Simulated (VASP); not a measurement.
# Ta (Im-3m) in VASP: single point with LDA

Aim: the single point of Ta with LDA.

All numbers are computed with VASP 6.6.1; they aren't measurements. Logs are shortened: lines on timing, memory, paths and dates and some standing lists are left out, and cuts for length are marked.

**1. The cell of the first run**

It takes space group Im-3m (No. 229, cubic). The conventional cell has a = 3.321 Å, b = 3.321 Å, c = 3.321 Å, α = 90.00°, β = 90.00°, γ = 90.00°. Ta (site symmetry m-3m) has 14 Ta at 2.88 to 3.32 Å within 3.8 Å.

**2. Single point, LDA**

Contents of INCAR:

```
ALGO     = Normal         # electronic algorithm
EDIFF    = 1E-6           # SCF threshold, eV
ENCUT    = 500            # plane-wave cutoff, eV
GGA      = CA             # functional
GGA_COMPAT= False        
ISIF     = 2              # what is computed and relaxed
ISMEAR   = -1             # smearing method
LASPH    = True           # aspherical terms in the spheres
LCHARG   = False          # write CHGCAR
LREAL    = False          # projectors in reciprocal space
LWAVE    = False          # write WAVECAR
NBANDS   = 18             # bands
NELM     = 120            # most SCF steps
PREC     = Accurate       # precision mode
SIGMA    = 0.0816         # smearing width, eV
```

Contents of KPOINTS:

```
k-points
0
Gamma
  8 8 8
```

Contents of POSCAR:

```
Ta
1.0
    3.3214398361      0.0000000000      0.0000000000
    0.0000000000      3.3214398361      0.0000000000
    0.0000000000      0.0000000000      3.3214398361
Ta
2
Direct
    0.0000000000      0.0000000000      0.0000000000
    0.5000000000      0.5000000000      0.5000000000
```

Potentials or basis: VASP PAW LDA potentials, release 64 (Ta_pv).

On the command line:

```bash
$ cat potpaw_LDA.64/Ta_pv/POTCAR > POTCAR
$ mpirun -np 1 vasp_std > vasp.out
```

OUTCAR:

```text
EDIFF = 1E-6
   ENCUT = 500
   GGA = CA
   ISIF = 2
   ISMEAR = -1
   LASPH = True
   LREAL = False
   NELM = 120
   PREC = Accurate

 ion  position               nearest neighbor table
   1  0.000  0.000  0.000-   2 2.88   2 2.88   2 2.88   2 2.88   2 2.88   2 2.88   2 2.88   2 2.88

   2  0.500  0.500  0.500-   1 2.88   1 2.88   1 2.88   1 2.88   1 2.88   1 2.88   1 2.88   1 2.88

  LATTYP: Found a simple cubic cell.
 ALAT       =     3.3214398361

  Lattice vectors:

 A1 = (   3.3214398361,   0.0000000000,   0.0000000000)
 A2 = (   0.0000000000,   3.3214398361,   0.0000000000)
 A3 = (   0.0000000000,   0.0000000000,   3.3214398361)

Analysis of symmetry for initial positions (statically):
=====================================================================
 Subroutine PRICEL returns following result:

  LATTYP: Found a body centered cubic cell.
 ALAT       =     3.3214398361

  Lattice vectors:

 A1 = (   1.6607199181,   1.6607199181,  -1.6607199180)
 A2 = (  -1.6607199181,   1.6607199180,   1.6607199180)
 A3 = (   1.6607199181,  -1.6607199180,   1.6607199181)

   2 primitive cells build up your supercell.

 Routine SETGRP: Setting up the symmetry group for a
 simple cubic supercell.

 Subroutine GETGRP returns: Found 48 space group operations
 (whereof 48 operations were pure point group operations)
 out of a pool of 48 trial point group operations.

The static configuration has the point symmetry O_h .

Analysis of symmetry for dynamics (positions and initial velocities):
=====================================================================
 Subroutine PRICEL returns following result:

  LATTYP: Found a body centered cubic cell.
 ALAT       =     3.3214398361

  Lattice vectors:

 A1 = (   1.6607199181,   1.6607199181,  -1.6607199180)
 A2 = (  -1.6607199181,   1.6607199180,   1.6607199180)
 A3 = (   1.6607199181,  -1.6607199180,   1.6607199181)

   2 primitive cells build up your supercell.

 Routine SETGRP: Setting up the symmetry group for a
 simple cubic supercell.

 Subroutine GETGRP returns: Found 48 space group operations
 (whereof 48 operations were pure point group operations)
 out of a pool of 48 trial point group operations.

The dynamic configuration has the point symmetry O_h .

[... 87 lines left out ...]
   PREC   = accura    normal or accurate (medium, high low for compatibility)
   ISTART =      0    job   : 0-new  1-cont  2-samecut
   ICHARG =      2    charge: 1-file 2-atom 10-const
   ISPIN  =      1    spin polarized calculation?
   LNONCOLLINEAR =      F non collinear calculations
   LSORBIT =      F    spin-orbit coupling
   LASPH  =      T    aspherical Exc in radial PAW
   ENCUT  =  500.0 eV  36.75 Ry    6.06 a.u.   6.06  6.06  6.06*2*pi/ulx,y,z
   NELM   =    120;   NELMIN=  2; NELMDL= -5     # of ELM steps
   EDIFF  = 0.1E-05   stopping-criterion for ELM
   LREAL  =      F    real-space projection
   EDIFFG = 0.1E-04   stopping-criterion for IOM
   NSW    =      0    number of steps for IOM
   IBRION =     -1    ionic relax: 0-MD 1-quasi-New 2-CG
   NFREE  =      0    steps in history (QN), initial steepest desc. (CG)
   ISIF   =      2    stress and relaxation
   ISYM   =      2    0-nonsym 1-usesym 2-fastsym
   POTIM  = 0.5000    time-step for ionic-motion
   TEBEG  =    0.0;   TEEND  =   0.0 temperature during run
   PSTRESS=    0.0 pullay stress
   NELECT =      22.0000    total number of electrons
   NUPDOWN=      -1.0000    fix difference up-down
   EMIN   =  10.00;   EMAX   =-10.00  energy-range for DOS
   EFERMI =   0.00;   METHOD = LEGACY
   ISMEAR =    -1;   SIGMA  =   0.08  broadening in eV -4-tet -1-fermi 0-gaus
   EFERMI_NEDOS =   21; number of points for ismear=-14 and -15
   IALGO  =     38    algorithm
   IMIX   =      4    mixing-type and parameters
     AMIX     =   0.40;   BMIX     =  1.00
     AMIX_MAG =   1.60;   BMIX_MAG =  1.00
  volume/ion in A,a.u.               =      18.32       123.64
  Fermi-wavevector in a.u.,A,eV,Ry     =   1.381092  2.609886 25.951965  1.907416
  Thomas-Fermi vector in A             =   2.505909
   LORBIT       =      0    0 simple, 1 ext, 2 COOP (PROOUT), +10 PAW based schemes
   GGA     = CA    functional components
   LHFCALC =     F    Hartree Fock is set to
   AEXX    =    0.0000 exact exchange contribution
   IVDW    =     0    specifies the selected vdW correction
   LEPSILON=     F    determine dielectric tensor
   LRPA    =     F    only Hartree local field effects (RPA)
 non-spin polarized calculation
  energy-cutoff  :      500.00
  volume of cell :       36.64
 maximum number of plane-waves:       952
   NGX = 13   NGY = 13   NGZ = 13

 number of electron      22.0000001 magnetization

 Free energy of the ion-electron system (eV)
  ---------------------------------------------------
  ext. energy  EPLUGINS =         0.00000000
  ---------------------------------------------------
  free energy    TOTEN  =       -25.60822919 eV

  energy without entropy =      -25.54687483  energy(sigma->0) =      -25.57755201

 E-fermi :   5.2587     XC(G=0): -12.7095

 val. band max:        5.1699650246   @ k =   0.2500   0.2500   0.0000
 cond. band min:       5.2626919864   @ k =   0.2500   0.1250   0.0000
 fundamental gap:      0.0927269617
 Fermi energy:         5.2586964828

 k-point     1 :       0.0000    0.0000    0.0000
  band No.  band energies     occupation
      1     -28.4965      2.00000
      2     -28.4965      2.00000
      3     -28.4965      2.00000
      4     -27.7054      2.00000
      5     -27.7054      2.00000
      6     -27.7054      2.00000
[... 481 lines left out ...]
      5     -27.7719      2.00000
      6     -27.7719      2.00000
[... 10 lines left out ...]
     17      13.0075      0.00000
     18      13.0075      0.00000

 [... further k-points ...]

------------------------ aborting loop because EDIFF is reached ----------------------------------------

  FORCE on cell =-STRESS in cart. coord.  units (eV):
  Direction    XX          YY          ZZ          XY          YZ          ZX
  --------------------------------------------------------------------------------------
  -------------------------------------------------------------------------------------
  Total       -2.5866691     -2.5866691     -2.5866691      0.0000000      0.0000000      0.0000000
  in kB     -113.1025221   -113.1025221   -113.1025221      0.0000000      0.0000000      0.0000000
  external PRESSURE =    -113.1025221 kB  Pullay stress =       0.0000000 kB

 VOLUME and BASIS-vectors are now :
 -----------------------------------------------------------------------------
  energy-cutoff  :      500.00
  volume of cell :       36.64
      direct lattice vectors                 reciprocal lattice vectors
     3.321439836  0.000000000  0.000000000     0.301074248  0.000000000  0.000000000
     0.000000000  3.321439836  0.000000000     0.000000000  0.301074248  0.000000000
     0.000000000  0.000000000  3.321439836     0.000000000  0.000000000  0.301074248

 POSITION                                       TOTAL-FORCE (eV/Angst)
 -----------------------------------------------------------------------------------
      0.00000      0.00000      0.00000        -0.000000     -0.000000     -0.000000
      1.66072      1.66072      1.66072         0.000000      0.000000      0.000000
 -----------------------------------------------------------------------------------
    total drift:                                0.000000      0.000000     -0.000000

  FREE ENERGIE OF THE ION-ELECTRON SYSTEM (eV)
  ---------------------------------------------------
  free  energy   TOTEN  =       -25.6082291904 eV

  energy  without entropy=      -25.5468748260  energy(sigma->0) =      -25.57755201
```

stdout:

```text
POSCAR found type information on POSCAR Ta
 POSCAR found :  1 types and       2 ions
 scaLAPACK will be used
 LDA part: xc-table for (Slater(with rela. corr.)+CA(PZ))
 , standard interpolation
 POSCAR, INCAR and KPOINTS ok, starting setup
 FFT: planning ... GRIDC
 FFT: planning ... GRID_SOFT
 FFT: planning ... GRID
 WAVECAR not read
 entering main loop
```

It took 4.3 s on 1 thread of Intel Xeon 6975P-C (Granite Rapids), shared host; peak memory 0.13 GiB.

What came out:

```yaml
Free_energy: -25.6082 eV
Pressure: -11.3 GPa
Band_gap_on_the_k_mesh: zero (band 11 reaches 6.92 eV, above the bottom of band 12 at 4.07 eV)
```

Levels at points of the mesh, in eV from the Fermi level:
| k point | band 8 | band 9 | band 10 | band 11 | band 12 | band 13 |
| --- | --- | --- | --- | --- | --- | --- |
| (0.00, 0.00, 0.00) | -3.72 | -3.72 | 0.67 | 0.67 | 0.67 | 3.87 |
| (0.50, 0.00, 0.00) | -3.63 | -0.92 | -0.92 | 1.22 | 1.22 | 1.22 |
| (0.50, 0.50, 0.00) | -4.30 | -1.53 | -1.53 | 1.66 | 1.66 | 3.74 |
| (0.50, 0.50, 0.50) | -1.19 | -1.19 | -1.19 | -1.19 | -1.19 | 4.89 |

Caveat: spin-orbit coupling is left out, which moves the levels of the heavy elements.
